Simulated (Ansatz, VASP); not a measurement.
**Two plane-wave programs on W**

Contents of INCAR:

```
ALGO = Fast ; EDIFF = 1E-6
ENCUT = 520 ; GGA = PS
ISIF = 2 ; ISMEAR = 0
LASPH = True ; LCHARG = False
LREAL = False ; LWAVE = False
NBANDS = 13 ; NELM = 60
PREC = Accurate ; SIGMA = 0.15
```

KPOINTS

```
k-points
0
Gamma
  24 24 24
```

File POSCAR:

```
W
1.0
   -1.8439481549      1.8439481549      1.1985663007
    1.8439481549     -1.8439481549      1.1985663007
    1.8439481549      1.8439481549     -1.1985663007
W
1
Direct
    0.0000000000      0.0000000000      0.0000000000
```

Input for Ansatz:

```yaml
crystal:
  lattice:
    - [-1.8439481549, 1.8439481549, 1.1985663007]
    - [1.8439481549, -1.8439481549, 1.1985663007]
    - [1.8439481549, 1.8439481549, -1.1985663007]
  atoms:
    - { symbol: W, position: [0.0, 0.0, 0.0] }
basis:
  ecutwfc: 420
kpoints:
  mp_grid: { grid: [24, 24, 24] }
hamiltonian:
  xc: pbesol
scf:
  occupations: { method: gaussian, width: 0.15 }
output:
  forces: true
  stress: true
  eigenvalues: true
```

Alike in both runs: task single point; functional PBEsol; k mesh 24 × 24 × 24; occupations gaussian, width 0.15 eV; no spin polarisation.

```csv
,VASP,Ansatz
version,VASP 6.6.1,Ansatz 0.2.0
potentials or method,"VASP PAW PBE potentials, release 64 (W_sv), cutoff 520 eV","scalar-relativistic, plane waves, PAW"
valence electrons in the cell,14,14
```

Ansatz gave:

* gap on the k mesh at the Fermi level (eV): none
* pressure (GPa): 16.3
* traceless stress, the component that is largest in VASP (GPa): 56.67

Task: Which values does VASP return?

Result: gap on the k mesh at the Fermi level (eV): none; pressure (GPa): 17.6; traceless stress, the component that is largest in VASP (GPa): 58.43.

VASP's potentials were made for PBE, not for PBEsol. A gap of «none» marks a metal or a gap that the smearing closes. The functional is the same, so the differences come from potentials, cutoffs and numerics.

Neither program's run includes spin-orbit coupling.
